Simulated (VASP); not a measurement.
Set up this calculation in VASP 6.6.1, as the native input.

```yaml
Task: single point
Functional: LDA
Potentials_or_basis: VASP PAW LDA potentials, release 64 (Nb_sv, Ru_pv)
Cutoff: 520 eV
k_mesh: 9 × 9 × 9
Occupations: fermi-dirac, width 0.05 eV
Spin: no spin polarisation
Dipole_correction: no
Further_INCAR_settings: ALGO = Normal; EDIFF = 1e-06; NBANDS = 36
```

The structure of NbRu3 lies in POSCAR:

```
NbRu3
1.0
    3.9188000000      0.0000000000      0.0000000000
    0.0000000000      3.9188000000      0.0000000000
    0.0000000000      0.0000000000      3.8800000000
Nb Ru
1 3
Direct
    0.0000000000      0.0000000000      0.0000000000
    0.0000000000      0.5000000000      0.5000000000
    0.5000000000      0.0000000000      0.5000000000
    0.5000000000      0.5000000000      0.0000000000
```

This cell differs from its parent crystal: equal xx and yy strain of +1 %.

One way to write it, as run:

INCAR

```
PREC     = Accurate       # precision mode
ENCUT    = 520            # plane-wave cutoff, eV
EDIFF    = 1E-6           # SCF threshold, eV
ISMEAR   = -1             # smearing method
SIGMA    = 0.05           # smearing width, eV
LREAL    = F              # projectors in reciprocal space
LASPH    = T              # aspherical terms in the spheres
NELM     = 100            # most SCF steps
ALGO     = Normal         # electronic algorithm
ISIF     = 2              # what is computed and relaxed
LWAVE    = F              # write WAVECAR
LCHARG   = T              # write CHGCAR
LELF     = T              # ELF
LVHAR    = T            
NBANDS   = 36             # bands
```

KPOINTS

```
regular mesh
0
Gamma
  9 9 9
```

Potentials or basis: VASP PAW LDA potentials, release 64 (Nb_sv, Ru_pv).

Run with:

```sh
$ cat potpaw_LDA.64/Nb_sv/POTCAR potpaw_LDA.64/Ru_pv/POTCAR > POTCAR
$ mpirun -np 1 vasp_std > vasp.out
```

Results of the run:

```yaml
Pressure: -15.9 GPa
Band_gap_on_the_k_mesh: zero (an odd number of electrons rules out a gap without spin polarisation)
```

Caveat: the cell differs from its parent crystal (equal xx and yy strain of +1 %); the cell stands under tension.

Run time: 95 s on 1 thread of AMD EPYC 9R45 96-Core Processor (Zen 5) (shared host), peak memory 0.21 GiB.
